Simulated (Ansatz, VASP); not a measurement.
## WSe2 in VASP and in Ansatz

Contents of INCAR:

```
SYSTEM = WSe2
PREC = Accurate ; ENCUT = 520
EDIFF = 1E-7 ; ISMEAR = -1
SIGMA = 0.02 ; LREAL = .False.
LASPH = .True. ; NELM = 150
ALGO = Normal ; ISIF = 2
LWAVE = .False. ; LCHARG = .False.
MAGMOM = 0 0 0 0 0 0 0 0 0 0 0 0 0 0 0 0 0 0 ; LORBIT = 11
LSORBIT = .True. ; GGA_COMPAT = .False.
LORBMOM = .True. ; LMAXMIX = 4
GGA = PE ; NBANDS = 68
KPAR = 4
```

File KPOINTS:

```
Automatic mesh
0
Gamma
  12 12 2
  0 0 0
```

Contents of POSCAR:

```
WSe2
1.0
    3.2996674462      0.0000000000      0.0000000000
   -1.6498337231      2.8575958324      0.0000000000
    0.0000000000      0.0000000000     13.1487009077
W Se
2 4
Direct
    0.3333333333      0.6666666667      0.2500000000
    0.6666666667      0.3333333333      0.7500000000
    0.6666666667      0.3333333333      0.3766602602
    0.6666666667      0.3333333333      0.1233397398
    0.3333333333      0.6666666667      0.8766602602
    0.3333333333      0.6666666667      0.6233397398
```

Input for Ansatz:

```yaml
crystal:
  lattice:
    - [3.2996674462, 0.0, 0.0]
    - [-1.6498337231, 2.8575958324, 0.0]
    - [0.0, 0.0, 13.1487009077]
  atoms:
    - { symbol: W, position: [0.3333333333, 0.6666666667, 0.25] }
    - { symbol: W, position: [0.6666666667, 0.3333333333, 0.75] }
    - { symbol: Se, position: [0.6666666667, 0.3333333333, 0.3766602602] }
    - { symbol: Se, position: [0.6666666667, 0.3333333333, 0.1233397398] }
    - { symbol: Se, position: [0.3333333333, 0.6666666667, 0.8766602602] }
    - { symbol: Se, position: [0.3333333333, 0.6666666667, 0.6233397398] }
kpoints:
  mp_grid: { grid: [12, 12, 2] }
  band_path:
    path:
      - [0.0, 0.0, 0.0]
      - [0.5, 0.0, 0.0]
      - [0.3333333333, 0.3333333333, 0.0]
      - [0.0, 0.0, 0.5]
      - [0.5, 0.0, 0.5]
      - [0.3333333333, 0.3333333333, 0.5]
      - [0.179687, 0.179688, 0.0]
    npoints: 1
hamiltonian:
  xc: pbe
scf:
  occupations: { method: fermi_dirac, width: 0.02 }
  n_extra_bands: 10
magnetization:
  noncollinear: true
  spin_orbit: true
output:
  forces: true
  stress: true
  eigenvalues: true
  write_density: true
  write_potential: true
  elf: true
  volumetric_format: npy
```

Alike in both runs: task single point; functional PBE; k mesh 12 × 12 × 2; occupations fermi-dirac, width 0.02 eV; non-collinear spin, spin-orbit coupling.

|  | VASP | Ansatz |
| --- | --- | --- |
| version | VASP 6.6.1 | Ansatz 0.2.0 |
| potentials or method | VASP PAW PBE potentials, release 64 (W_sv, Se) | plane waves, PAW |
| plane-wave cutoff (eV) | 520 | 420 |
| valence electrons in the cell | 52 | 92 |

```csv
,VASP,Ansatz,Ansatz less VASP
pressure (GPa),3.9,3.4,-0.56
"traceless stress, the component that is largest in VASP (GPa)",1.14,1.11,-0.032
rms of the force components (eV/Å),0.168,0.134,-0.0339
```

Atom by atom the forces differ by 0.034 eV/Å (rms over components). VASP's potentials hold 52 valence electrons a cell and Ansatz's 92, so a difference there can come from the potentials and not from the codes.
